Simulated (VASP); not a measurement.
Wanted: the native input for a VASP 6.6.1 run.

```yaml
Task: single point
Functional: PBE
Potentials_or_basis: VASP PAW PBE potentials, release 64 (Sn_d, Te, Pt)
Cutoff: 520 eV
k_mesh: 6 × 6 × 6
Occupations: gaussian, width 0.1 eV
Spin: no spin polarisation
Dipole_correction: no
k_mesh_for_the_DOS: 9 × 9 × 9
Occupations_for_the_DOS: tetrahedron
Further_INCAR_settings: ALGO = Normal; EDIFF = 1e-06; NBANDS = 35
```

The system is SnTe3Pt2.

```
Sn Te Pt
1.0
     3.04825    1.75991    5.28428
    -3.04825    1.75991    5.28428
     0.00000   -3.51982    5.28428
Sn Te Pt
1 3 2
Direct
  0.00000 0.00000 0.00000
  0.00000 0.50000 0.00000
  0.00000 0.00000 0.50000
  0.50000 0.00000 0.00000
  0.41913 0.41913 0.41913
  0.58087 0.58087 0.58087
```

The input as run:

POSCAR

```
SnTe3Pt2
1.0
    3.0482510335      1.7599085547      5.2842831879
   -3.0482510335      1.7599085547      5.2842831879
    0.0000000000     -3.5198171095      5.2842831879
Sn Te Pt
1 3 2
Direct
    0.0000000000      0.0000000000      0.0000000000
    0.0000000000      0.5000000000      0.0000000000
    0.0000000000      0.0000000000      0.5000000000
    0.5000000000      0.0000000000      0.0000000000
    0.4191269878      0.4191269878      0.4191269878
    0.5808730122      0.5808730122      0.5808730122
```

INCAR.step1

```
SYSTEM = SnTe3Pt2
PREC     = Accurate       ! precision mode
ENCUT    = 520            ! plane-wave cutoff, eV
EDIFF    = 1E-6           ! SCF threshold, eV
ISMEAR   = 0              ! smearing method
SIGMA    = 0.1            ! smearing width, eV
LREAL    = .False.        ! projectors in reciprocal space
LASPH    = .True.         ! aspherical terms in the spheres
NELM     = 80             ! most SCF steps
ALGO     = Normal         ! electronic algorithm
ISIF     = 2              ! what is computed and relaxed
LWAVE    = .False.        ! write WAVECAR
LCHARG   = .True.         ! write CHGCAR
LMAXMIX  = 4              ! l up to which the mixer works
GGA      = PE             ! functional
NBANDS   = 35             ! bands
```

KPOINTS.step1

```
Automatic mesh
0
Gamma
  6 6 6
  0 0 0
```

INCAR.step2

```
SYSTEM = SnTe3Pt2
PREC     = Accurate       ! precision mode
ENCUT    = 520            ! plane-wave cutoff, eV
EDIFF    = 1E-6           ! SCF threshold, eV
ISMEAR   = -5             ! smearing method
SIGMA    = 0.1            ! smearing width, eV
LREAL    = .False.        ! projectors in reciprocal space
LASPH    = .True.         ! aspherical terms in the spheres
NELM     = 80             ! most SCF steps
ALGO     = Normal         ! electronic algorithm
ISIF     = 2              ! what is computed and relaxed
LWAVE    = .False.        ! write WAVECAR
LCHARG   = .False.        ! write CHGCAR
LMAXMIX  = 4              ! l up to which the mixer works
GGA      = PE             ! functional
LORBIT   = 11             ! projections on sites
NBANDS   = 35             ! bands
NEDOS    = 1001           ! points of the DOS
ICHARG   = 11             ! starting density
```

KPOINTS.step2

```
Automatic mesh
0
Gamma
  9 9 9
  0 0 0
```

Potentials or basis: VASP PAW PBE potentials, release 64 (Sn_d, Te, Pt).

The run is started by

```bash
$ cat potpaw_PBE.64/Sn_d/POTCAR potpaw_PBE.64/Te/POTCAR potpaw_PBE.64/Pt/POTCAR > POTCAR
$ cp INCAR.step1 INCAR
$ cp KPOINTS.step1 KPOINTS
$ mpirun -np 1 vasp_std > vasp.out
$ cp INCAR.step2 INCAR
$ cp KPOINTS.step2 KPOINTS
$ mpirun -np 1 vasp_std > vasp.out
```

Results of the run:

```
Valence electrons inside the program's atomic spheres : Sn 12.04; Te 3.27; Pt 8.97
```

It took 14 min on 1 thread of AMD EPYC 7R13, on a shared host, peak memory 0.61 GiB.
